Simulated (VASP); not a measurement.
# Rh (Pm-3m) in VASP: notebook, part 2 of 2

VASP 6.6.1. Earlier steps stand in the parts before.

## 3. Single point, PBEsol

This run uses another cell than the first one, of 15.54 Å³/atom.

INCAR

```
  PREC = Accurate
  ENCUT = 520
  EDIFF = 1E-6
  ISMEAR = 0
  SIGMA = 0.1
  LREAL = F
  LASPH = T
  NELM = 80
  ALGO = Fast
  ISIF = 2
  LWAVE = F
  LCHARG = T
  GGA = PS
  LELF = T
  LVHAR = T
  NBANDS = 14
```

KPOINTS

```
regular mesh
0
Gamma
  8 8 8
```

POSCAR

```
Rh
1.0
    2.4953247715      0.0000000000      0.0000000000
    0.0000000000      2.4953247715      0.0000000000
    0.0000000000      0.0000000000      2.4953247715
Rh
1
Direct
    0.0000000000      0.0000000000      0.0000000000
```

Potentials or basis: VASP PAW PBE potentials, release 64 (Rh_pv).

Started as:

```sh
$ cat potpaw_PBE.64/Rh_pv/POTCAR > POTCAR
$ mpirun -np 1 vasp_std > vasp.out
```

OUTCAR:

```text
PREC = Accurate
   ENCUT = 520
   EDIFF = 1E-6
   ISMEAR = 0
   LREAL = F
   LASPH = T
   NELM = 80
   ISIF = 2
   GGA = PS

 ion  position               nearest neighbor table
   1  0.000  0.000  0.000-

  LATTYP: Found a simple cubic cell.
 ALAT       =     2.4953247715

  Lattice vectors:

 A1 = (   2.4953247715,   0.0000000000,   0.0000000000)
 A2 = (   0.0000000000,   2.4953247715,   0.0000000000)
 A3 = (   0.0000000000,   0.0000000000,   2.4953247715)

Analysis of symmetry for initial positions (statically):
=====================================================================
 Subroutine PRICEL returns:
 Original cell was already a primitive cell.

 Routine SETGRP: Setting up the symmetry group for a
 simple cubic supercell.

 Subroutine GETGRP returns: Found 48 space group operations
 (whereof 48 operations were pure point group operations)
 out of a pool of 48 trial point group operations.

The static configuration has the point symmetry O_h .

Analysis of symmetry for dynamics (positions and initial velocities):
=====================================================================
 Subroutine PRICEL returns:
 Original cell was already a primitive cell.

 Routine SETGRP: Setting up the symmetry group for a
 simple cubic supercell.

 Subroutine GETGRP returns: Found 48 space group operations
 (whereof 48 operations were pure point group operations)
 out of a pool of 48 trial point group operations.

The dynamic configuration has the point symmetry O_h .

 Subroutine INISYM returns: Found 48 space group operations
 (whereof 48 operations are pure point group operations),
 and found     1 'primitive' translations

----------------------------------------------------------------------------------------

                                     Primitive cell

  volume of cell :      15.5375

  direct lattice vectors                    reciprocal lattice vectors
     2.495324771  0.000000000  0.000000000     0.400749438  0.000000000  0.000000000
     0.000000000  2.495324771  0.000000000     0.000000000  0.400749438  0.000000000
     0.000000000  0.000000000  2.495324771     0.000000000  0.000000000  0.400749438

  length of vectors
     2.495324771  2.495324771  2.495324771     0.400749438  0.400749438  0.400749438

  position of ions in fractional coordinates (direct lattice)
     0.000000000  0.000000000  0.000000000

  ion indices of the primitive-cell ions
   primitive index   ion index
                 1           1

----------------------------------------------------------------------------------------

 KPOINTS: regular mesh

Automatic generation of k-mesh.
 Grid dimensions read from file:
 generate k-points for:    8    8    8

 Generating k-lattice:

  Cartesian coordinates                     Fractional coordinates (reciprocal lattice)
     0.050093680  0.000000000  0.000000000     0.125000000  0.000000000  0.000000000
     0.000000000  0.050093680  0.000000000     0.000000000  0.125000000  0.000000000
     0.000000000  0.000000000  0.050093680     0.000000000  0.000000000  0.125000000

  Length of vectors
     0.050093680  0.050093680  0.050093680

  Shift w.r.t. Gamma in fractional coordinates (k-lattice)
     0.000000000  0.000000000  0.000000000

 Subroutine IBZKPT returns following result:
 ===========================================

 Found     35 irreducible k-points:

 Following reciprocal coordinates:
            Coordinates               Weight
  0.000000  0.000000  0.000000      1.000000
  0.125000  0.000000  0.000000      6.000000
  0.250000  0.000000  0.000000      6.000000
  0.375000  0.000000  0.000000      6.000000
  0.500000  0.000000  0.000000      3.000000
  0.125000  0.125000  0.000000     12.000000
[... 16 lines left out ...]
  0.375000  0.375000  0.125000     24.000000
  0.500000  0.375000  0.125000     24.000000
 [... further k-points ...]
   k-points           NKPTS =     35   k-points in BZ     NKDIM =     35   number of bands    NBANDS=     14
   number of dos      NEDOS =    301   number of ions     NIONS =      1
   total plane-waves  NPLWV =   8000
   dimension x,y,z NGX =    20 NGY =   20 NGZ =   20
   dimension x,y,z NGXF=    40 NGYF=   40 NGZF=   40
   ions per type =               1
   NGX,Y,Z   is equivalent  to a cutoff of  13.32, 13.32, 13.32 a.u.
   NGXF,Y,Z  is equivalent  to a cutoff of  26.65, 26.65, 26.65 a.u.
 SYSTEM =  unknown system
   PREC   = accura    normal or accurate (medium, high low for compatibility)
   ISTART =      0    job   : 0-new  1-cont  2-samecut
   ICHARG =      2    charge: 1-file 2-atom 10-const
   ISPIN  =      1    spin polarized calculation?
   LNONCOLLINEAR =      F non collinear calculations
   LSORBIT =      F    spin-orbit coupling
   LASPH  =      T    aspherical Exc in radial PAW
   ENCUT  =  520.0 eV  38.22 Ry    6.18 a.u.   4.64  4.64  4.64*2*pi/ulx,y,z
   NELM   =     80;   NELMIN=  2; NELMDL= -5     # of ELM steps
   EDIFF  = 0.1E-05   stopping-criterion for ELM
   LREAL  =      F    real-space projection
   EDIFFG = 0.1E-04   stopping-criterion for IOM
   NSW    =      0    number of steps for IOM
   IBRION =     -1    ionic relax: 0-MD 1-quasi-New 2-CG
   NFREE  =      0    steps in history (QN), initial steepest desc. (CG)
   ISIF   =      2    stress and relaxation
   ISYM   =      2    0-nonsym 1-usesym 2-fastsym
   POTIM  = 0.5000    time-step for ionic-motion
   TEBEG  =    0.0;   TEEND  =   0.0 temperature during run
   PSTRESS=    0.0 pullay stress
   NELECT =      15.0000    total number of electrons
   NUPDOWN=      -1.0000    fix difference up-down
   EMIN   =  10.00;   EMAX   =-10.00  energy-range for DOS
   EFERMI =   0.00;   METHOD = LEGACY
   ISMEAR =     0;   SIGMA  =   0.10  broadening in eV -4-tet -1-fermi 0-gaus
   EFERMI_NEDOS =   21; number of points for ismear=-14 and -15
   IALGO  =     68    algorithm
   IMIX   =      4    mixing-type and parameters
     AMIX     =   0.40;   BMIX     =  1.00
     AMIX_MAG =   1.60;   BMIX_MAG =  1.00
  volume/ion in A,a.u.               =      15.54       104.85
  Fermi-wavevector in a.u.,A,eV,Ry     =   1.617999  3.057574 35.618962  2.617920
  Thomas-Fermi vector in A             =   2.712333
   LORBIT       =      0    0 simple, 1 ext, 2 COOP (PROOUT), +10 PAW based schemes
   GGA     = PS    functional components
   LHFCALC =     F    Hartree Fock is set to
   AEXX    =    0.0000 exact exchange contribution
   IVDW    =     0    specifies the selected vdW correction
   LEPSILON=     F    determine dielectric tensor
   LRPA    =     F    only Hartree local field effects (RPA)
 non-spin polarized calculation
 RMM-DIIS sequential band-by-band and
 Gauss-broadening in eV      SIGMA  =   0.10
  energy-cutoff  :      520.00
  volume of cell :       15.54
 maximum number of plane-waves:       441
 NGX is ok and might be reduce to    20
   NGX =  9   NGY =  9   NGZ =  9

 number of electron      14.9999994 magnetization

 Free energy of the ion-electron system (eV)
  ---------------------------------------------------
  ext. energy  EPLUGINS =         0.00000000
  ---------------------------------------------------
  free energy    TOTEN  =        -7.28968395 eV

  energy without entropy =       -7.27915372  energy(sigma->0) =       -7.28441883

 E-fermi :   9.8292     XC(G=0): -13.3011

 val. band max:        9.8085084346   @ k =   0.1250   0.1250   0.0000
 cond. band min:       9.8328012744   @ k =   0.1250   0.1250   0.1250
 fundamental gap:      0.0242928398
 Fermi energy:         9.8292200607

 k-point     1 :       0.0000    0.0000    0.0000
  band No.  band energies     occupation
      1     -36.2701      2.00000
      2     -36.2701      2.00000
      3     -36.2701      2.00000
      4       2.6601      2.00000
      5       4.3085      2.00000
      6       4.3085      2.00000
      7      10.6069      0.00000
      8      10.6069      0.00000
      9      10.6069      0.00000
     10      26.8760      0.00000
     11      26.8760      0.00000
     12      26.8760      0.00000
     13      30.6561      0.00000
     14      34.5544      0.00000
[... 375 lines left out ...]
 k-point    24 :       0.5000    0.3750    0.1250
  band No.  band energies     occupation
      1     -36.9879      2.00000
      2     -36.8616      2.00000
      3     -36.2557      2.00000
      4       4.3364      2.00000
      5       6.4470      2.00000
      6       7.8476      2.00000
      7       8.2119      2.00000
      8      10.8401      0.00000
      9      15.7590      0.00000
     10      16.6174      0.00000
     11      24.0520      0.00000
     12      25.4485      0.00000
     13      30.6773      0.00000
     14      31.1216      0.00000

 [... further k-points ...]
[... 5 lines left out ...]
  --------------------------------------------------------------------------------------
  -------------------------------------------------------------------------------------
  Total        0.0064868      0.0064868      0.0064868      0.0000000      0.0000000      0.0000000
  in kB        0.6688985      0.6688985      0.6688985      0.0000000      0.0000000      0.0000000
  external PRESSURE =       0.6688985 kB  Pullay stress =       0.0000000 kB

 VOLUME and BASIS-vectors are now :
 -----------------------------------------------------------------------------
  energy-cutoff  :      520.00
  volume of cell :       15.54
      direct lattice vectors                 reciprocal lattice vectors
     2.495324771  0.000000000  0.000000000     0.400749438  0.000000000  0.000000000
     0.000000000  2.495324771  0.000000000     0.000000000  0.400749438  0.000000000
     0.000000000  0.000000000  2.495324771     0.000000000  0.000000000  0.400749438

 POSITION                                       TOTAL-FORCE (eV/Angst)
 -----------------------------------------------------------------------------------
      0.00000      0.00000      0.00000         0.000000      0.000000      0.000000
 -----------------------------------------------------------------------------------
    total drift:                               -0.000000      0.000000      0.000000

  FREE ENERGIE OF THE ION-ELECTRON SYSTEM (eV)
  ---------------------------------------------------
  free  energy   TOTEN  =        -7.2896839514 eV

  energy  without entropy=       -7.2791537186  energy(sigma->0) =       -7.28441883
```

OSZICAR:

```text
N       E                     dE             d eps       ncg     rms          rms(c)
DAV:   1     0.118846529658E+03    0.11885E+03   -0.87199E+03   980   0.112E+03
DAV:   2    -0.608896222488E+01   -0.12494E+03   -0.11935E+03  1064   0.330E+02
DAV:   3    -0.767139777191E+01   -0.15824E+01   -0.15786E+01  1136   0.412E+01
DAV:   4    -0.767832610207E+01   -0.69283E-02   -0.69278E-02  1208   0.283E+00
DAV:   5    -0.767840214202E+01   -0.76040E-04   -0.76039E-04  1160   0.264E-01    0.928E+00
RMM:   6    -0.730184764042E+01    0.37655E+00   -0.61776E-01  1042   0.757E+00    0.340E+00
RMM:   7    -0.729207500418E+01    0.97726E-02   -0.20338E-02  1072   0.154E+00    0.161E+00
RMM:   8    -0.729001355340E+01    0.20615E-02   -0.62554E-03  1132   0.881E-01    0.178E-01
RMM:   9    -0.728968176346E+01    0.33179E-03   -0.75753E-04  1180   0.295E-01    0.111E-02
RMM:  10    -0.728968699156E+01   -0.52281E-05   -0.74903E-05  1186   0.106E-01    0.183E-02
RMM:  11    -0.728968397889E+01    0.30127E-05   -0.76306E-06  1160   0.298E-02    0.315E-03
RMM:  12    -0.728968395139E+01    0.27498E-07   -0.11538E-06   839   0.127E-02
   1 F= -.72896840E+01 E0= -.72844188E+01  d E =-.105302E-01
```

It took 11 s on 1 thread of Intel Xeon 8259CL, shared host; peak memory 0.12 GiB.

Results:

```
Free energy            : -7.2897 eV
Pressure               : 0.1 GPa
Band gap on the k mesh : zero (an odd number of electrons rules out a gap without spin polarisation)
```

Levels at points of the mesh, in eV from the Fermi level:
| k point | band 3 | band 4 | band 5 | band 6 | band 7 | band 8 | band 9 | band 10 | band 11 | band 12 |
| --- | --- | --- | --- | --- | --- | --- | --- | --- | --- | --- |
| (0.00, 0.00, 0.00) | -46.10 | -7.17 | -5.52 | -5.52 | 0.78 | 0.78 | 0.78 | 17.05 | 17.05 | 17.05 |
| (0.50, 0.00, 0.00) | -46.03 | -4.85 | -4.65 | -1.50 | -1.50 | -0.23 | 1.00 | 6.44 | 17.50 | 20.84 |
| (0.50, 0.50, 0.00) | -45.96 | -6.02 | -3.95 | -1.06 | -1.06 | 2.42 | 5.64 | 5.64 | 13.52 | 14.15 |
| (0.50, 0.50, 0.50) | -46.72 | -4.81 | -4.81 | -4.81 | 2.56 | 2.56 | 10.00 | 12.37 | 12.37 | 12.37 |

Caveat: the PAW data sets were made with another functional, which shifts forces and pressure a little.

## 4. Relaxation of cell and atoms, PBEsol

INCAR

```
SYSTEM = Rh
PREC = Accurate ; ENCUT = 600
EDIFF = 1E-6 ; ISMEAR = 0
SIGMA = 0.1 ; LREAL = .False.
LASPH = .True. ; NELM = 60
ALGO = Normal ; ISIF = 3
LWAVE = .False. ; LCHARG = .False.
GGA = PS ; IBRION = 2
NSW = 90 ; EDIFFG = -0.04
```

KPOINTS

```
Automatic mesh
0
Gamma
  8 8 8
  0 0 0
```

POSCAR

```
Rh
1.0
    2.4346469703      0.0000000000      0.0000000000
    0.0000000000      2.4346469703      0.0000000000
    0.0000000000      0.0000000000      2.4346469703
Rh
1
Direct
    0.0000000000      0.0000000000      0.0000000000
```

Started as:

```sh
$ cat potpaw_PBE.64/Rh_pv/POTCAR > POTCAR
$ mpirun -np 1 vasp_std > vasp.out
```

It took 29 s on 1 thread of Intel Xeon 8259CL, shared host; peak memory 0.13 GiB.

Results (log left out):

```
Free energy                           : -7.2881 eV
Relaxed volume                        : 15.55 Å³/atom
Relaxed cell                          : a = 2.496 Å, b = 2.496 Å, c = 2.496 Å, α = 90.00°, β = 90.00°, γ = 90.00°
Space group after relaxing (to 0.1 Å) : Pm-3m (No. 221)
Energy gained by relaxing             : 61.0 meV/atom
Ionic steps                           : 4
Pressure after relaxing               : -0.3 GPa
Band gap on the k mesh                : zero (an odd number of electrons rules out a gap without spin polarisation)
```

Step by step:
```
step  energy change (eV)  largest force (eV/Å)  pressure (GPa)  volume (Å³)
   1              0.0000                0.0000           19.12        14.43
   2              0.1790                0.0000          -23.06        18.34
   3             -0.0608                0.0000           -0.77        15.60
   4             -0.0610                0.0000           -0.29        15.55
```

Final structure:
```
Rh
1.0
     2.49619    0.00000    0.00000
     0.00000    2.49619    0.00000
     0.00000    0.00000    2.49619
Rh
1
Direct
  0.00000 0.00000 0.00000
```

Levels at points of the mesh, in eV from the Fermi level:
| k point | band 3 | band 4 | band 5 | band 6 | band 7 | band 8 | band 9 | band 10 | band 11 |
| --- | --- | --- | --- | --- | --- | --- | --- | --- | --- |
| (0.00, 0.00, 0.00) | -46.10 | -7.16 | -5.51 | -5.51 | 0.78 | 0.78 | 0.78 | 17.04 | 17.04 |
| (0.50, 0.00, 0.00) | -46.03 | -4.85 | -4.65 | -1.50 | -1.50 | -0.22 | 0.99 | 6.43 | 17.50 |
| (0.50, 0.50, 0.00) | -45.96 | -6.01 | -3.94 | -1.06 | -1.06 | 2.41 | 5.63 | 5.63 | 13.51 |
| (0.50, 0.50, 0.50) | -46.72 | -4.80 | -4.80 | -4.80 | 2.56 | 2.56 | 10.00 | 12.36 | 12.36 |

Caveat: the PAW data sets were made with another functional, which shifts forces and pressure a little.

## 5. The runs side by side

| task | cell | cutoff (eV) | gap on the mesh (eV) | pressure (GPa) |
| --- | --- | --- | --- | --- |
| single point | a = 2.435 Å, 1 atom | 520 | none | 19.2 |
| single point | a = 2.495 Å, 1 atom | 520 | none | 0.1 |
| relaxation of cell and atoms | relaxed from a = 2.435 Å, 1 atom | 600 | none | -0.3 |

Alike in all rows: level PBEsol; potentials or basis VASP PAW PBE potentials, release 64 (Rh_pv); no spin polarisation; k mesh 8 × 8 × 8; smearing gaussian 0.1 eV.

Caveats: the PAW data sets were made with another functional, which shifts forces and pressure a little; the cell stands under pressure (at least some runs).

Absolute energies hang on the potentials; compare differences alone.
